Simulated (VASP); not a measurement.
A run of VASP 6.6.1 is set up as follows.

Contents of INCAR:

```
PREC     = Accurate       # precision mode
ENCUT    = 600            # plane-wave cutoff, eV
EDIFF    = 1E-6           # SCF threshold, eV
ISMEAR   = -1             # smearing method
SIGMA    = 0.1            # smearing width, eV
LREAL    = Auto         
LASPH    = T              # aspherical terms in the spheres
NELM     = 120            # most SCF steps
ALGO     = Normal         # electronic algorithm
ISIF     = 2              # what is computed and relaxed
LWAVE    = F              # write WAVECAR
LCHARG   = T              # write CHGCAR
GGA      = PE             # functional
LVHAR    = T            
NBANDS   = 222            # bands
GGA_COMPAT= F            
KPAR     = 4
```

The input KPOINTS:

```
regular mesh
0
Gamma
  3 3 3
```

POSCAR

```
Cu
1.0
    0.0000000000      7.1548600000      7.1548600000
    5.3661450000      0.0000000000      5.3661450000
    5.3661450000      5.3661450000      0.0000000000
Cu
36
Direct
    0.0092430000     -0.0034940000      0.0020810000
    0.0005790000      0.0044020000      0.3259430000
   -0.0016400000     -0.0039610000      0.6610020000
   -0.0033360000      0.3306320000     -0.0015120000
   -0.0035840000      0.3355580000      0.3304470000
   -0.0126410000      0.3396090000      0.6646010000
   -0.0029390000      0.6680810000      0.0012120000
    0.0002090000      0.6621630000      0.3343430000
   -0.0060780000      0.6742750000      0.6599960000
    0.2491830000      0.0001010000      0.0011540000
    0.2490250000      0.0025450000      0.3141750000
    0.2490760000     -0.0015260000      0.6636960000
    0.2555370000      0.3275000000     -0.0011230000
    0.2414330000      0.3340860000      0.3240550000
    0.2432470000      0.3451260000      0.6697030000
    0.2494440000      0.6668770000     -0.0083510000
    0.2452820000      0.6682230000      0.3213650000
    0.2505640000      0.6567190000      0.6666140000
    0.4950260000      0.0086700000      0.0047350000
    0.4974100000     -0.0108000000      0.3284400000
    0.4992510000     -0.0060040000      0.6674900000
    0.5034480000      0.3323440000     -0.0030180000
    0.5026150000      0.3310560000      0.3371850000
    0.4982020000      0.3412890000      0.6644830000
    0.4952270000      0.6664970000     -0.0040750000
    0.4957140000      0.6653040000      0.3366630000
    0.4908050000      0.6657490000      0.6651750000
    0.7489050000      0.0036300000     -0.0076650000
    0.7521550000     -0.0018840000      0.3332730000
    0.7486250000     -0.0024120000      0.6632160000
    0.7511810000      0.3439770000      0.0050320000
    0.7529760000      0.3357340000      0.3301960000
    0.7520030000      0.3438670000      0.6592550000
    0.7529240000      0.6715670000      0.0009950000
    0.7527850000      0.6736150000      0.3447010000
    0.7548920000      0.6750810000      0.6680180000
```

Potentials or basis: VASP PAW PBE potentials, release 64 (Cu).

Launch:

```sh
$ cat potpaw_PBE.64/Cu/POTCAR > POTCAR
$ mpirun -np 4 vasp_std > vasp.out
```

Question: Estimate the band gap on the k mesh.

Answer: Zero (bands 198 and 199 overlap by 1.33 eV).

Question: What does it give for the pressure?

Answer: 8.7 GPa.

Question: Predict the largest force.

Answer: 1.173 eV/Å.

Forces on the atoms (eV/Å):
```
Cu  -0.168 -0.853 -0.455
Cu   0.150  0.090 -0.324
Cu   0.257  0.246  0.305
Cu   0.101  0.125  0.642
Cu  -0.193  0.008  0.026
Cu  -0.350  0.877  0.303
Cu  -0.183  0.051  0.149
Cu   0.009 -0.151  0.292
Cu  -0.145  0.652  0.199
Cu  -0.506 -0.355  0.343
Cu   0.675  0.812 -0.509
Cu   0.121 -0.380  0.190
Cu   0.234 -0.677 -0.011
Cu   0.210  0.915  0.267
Cu  -0.860 -0.151 -0.394
Cu   0.048  0.113 -0.138
Cu   0.079  0.575 -0.048
Cu   0.468 -0.650  0.230
Cu  -1.087 -0.084  0.034
Cu   0.746  0.279  0.514
Cu   0.183 -0.270  0.152
Cu   0.263  0.178  0.070
Cu  -0.139 -0.368 -0.385
Cu  -0.574  0.359 -0.302
Cu   0.112  0.371  0.289
Cu  -0.458 -0.200  0.182
Cu   0.091  0.487  0.608
Cu   0.293  0.336  0.335
Cu   0.103 -0.433  0.202
Cu   0.668 -0.179  0.358
Cu  -0.475 -0.409 -0.584
Cu   0.389 -0.005 -0.176
Cu   0.117 -0.017 -0.694
Cu   0.312 -0.155 -0.346
Cu  -0.479 -0.723 -0.416
Cu  -0.011 -0.414 -0.909
```

Caveat: the cell stands under pressure; forces of over 1 eV/Å act on the atoms, so gaps and moduli don't describe the material at rest.
